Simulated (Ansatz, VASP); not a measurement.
**Two plane-wave programs on Ta3BeAl**

File INCAR:

```
SYSTEM = Ta3BeAl
PREC = Accurate
ENCUT = 600
EDIFF = 1E-6
ISMEAR = 0
SIGMA = 0.1
LREAL = .False.
LASPH = .True.
NELM = 80
ALGO = Normal
ISIF = 3
LWAVE = .False.
LCHARG = .False.
GGA = PE
IBRION = 2
NSW = 90
EDIFFG = -0.04
```

File KPOINTS:

```
Automatic mesh
0
Gamma
  4 4 4
  0 0 0
```

POSCAR

```
Ta3BeAl
1.0
    4.0989548929      0.0000000000      0.0000000000
    0.0000000000      4.0989548929      0.0000000000
    0.0000000000      0.0000000000      4.0989548929
Ta Be Al
3 1 1
Direct
    0.0000000000      0.5000000000      0.5000000000
    0.5000000000      0.0000000000      0.5000000000
    0.5000000000      0.5000000000      0.0000000000
    0.0000000000      0.0000000000      0.0000000000
    0.5000000000      0.5000000000      0.5000000000
```

Input for Ansatz:

```yaml
crystal:
  lattice:
    - [4.0989548929, 0.0, 0.0]
    - [0.0, 4.0989548929, 0.0]
    - [0.0, 0.0, 4.0989548929]
  atoms:
    - { symbol: Ta, position: [0.0, 0.5, 0.5] }
    - { symbol: Ta, position: [0.5, 0.0, 0.5] }
    - { symbol: Ta, position: [0.5, 0.5, 0.0] }
    - { symbol: Be, position: [0.0, 0.0, 0.0] }
    - { symbol: Al, position: [0.5, 0.5, 0.5] }
basis:
  ecutwfc: 420
kpoints:
  mp_grid: { grid: [4, 4, 4] }
hamiltonian:
  xc: pbe
scf:
  occupations: { method: gaussian, width: 0.1 }
  lower_state_search: "off"
output:
  forces: true
  stress: true
  eigenvalues: true
relax:
  adjacent_minimum: "off"
  f_tol: 0.04
  max_steps: 70
  cell: { stress_tol: 0.4 }
```

Alike in both runs: task relaxation of cell and atoms; functional PBE; k mesh 4 × 4 × 4; occupations gaussian, width 0.1 eV; no spin polarisation.

|  | VASP | Ansatz |
| --- | --- | --- |
| version | VASP 6.6.1 | Ansatz 0.2.0 |
| potentials or method | VASP PAW PBE potentials, release 64 (Ta_pv, Be, Al), cutoff 600 eV | scalar-relativistic, plane waves, PAW |
| valence electrons in the cell | 38 | 44 |

|  | VASP | Ansatz | Ansatz less VASP |
| --- | --- | --- | --- |
| gap on the k mesh at the Fermi level, each at its own relaxed structure (eV) | none | none | - |
| relaxed volume (Å³/atom) | 20.28 | 20.22 | -0.064 |
| relaxed cell length with the largest relative difference (Å) | 4.663 | 4.658 | -0.0049 |

A gap of «none» marks a metal or a gap that the smearing closes. VASP's potentials hold 38 valence electrons a cell and Ansatz's 44, so a difference there can come from the potentials and not from the codes.

The k mesh is coarse, so the values compare programs but aren't converged. Spin-orbit coupling is off throughout. Noted on VASP's run: the volume moved by over 15 % at a fixed basis, so the end points are rough.
